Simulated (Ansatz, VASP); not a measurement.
## Two plane-wave programs on WC

```xyz
2
Lattice="2.9261 0.0000 0.0000 -1.4630 2.5340 0.0000 0.0000 0.0000 2.8417" Properties=species:S:1:pos:R:3 pbc="T T T"
W     0.0000    0.0000    0.0000
C     1.4630    0.8447    1.4208
```

Alike in both runs: functional PBE; k mesh 6 × 6 × 6; occupations gaussian, width 0.1 eV; no spin polarisation.

Ansatz relaxed the structure, and its values are those at the end. VASP's run is a single point on that final structure, the one shown.

```csv
,VASP,Ansatz
version,VASP 6.6.1,Ansatz 0.2.0
potentials or method,"VASP PAW PBE potentials, release 64 (W_sv, C_h), cutoff 1300 eV","scalar-relativistic, plane waves, PAW"
valence electrons in the cell,18,18
```

|  | VASP | Ansatz | Ansatz less VASP |
| --- | --- | --- | --- |
| gap on the k mesh at the Fermi level (eV) | none | none | - |
| pressure (GPa) | 0.8 | -0.2 | -1.00 |

A gap of «none» marks a metal or a gap that the smearing closes. The functional is the same, so the differences come from potentials, cutoffs and numerics.

The k mesh is coarse, so the values compare programs but aren't converged. Spin-orbit coupling is off throughout.
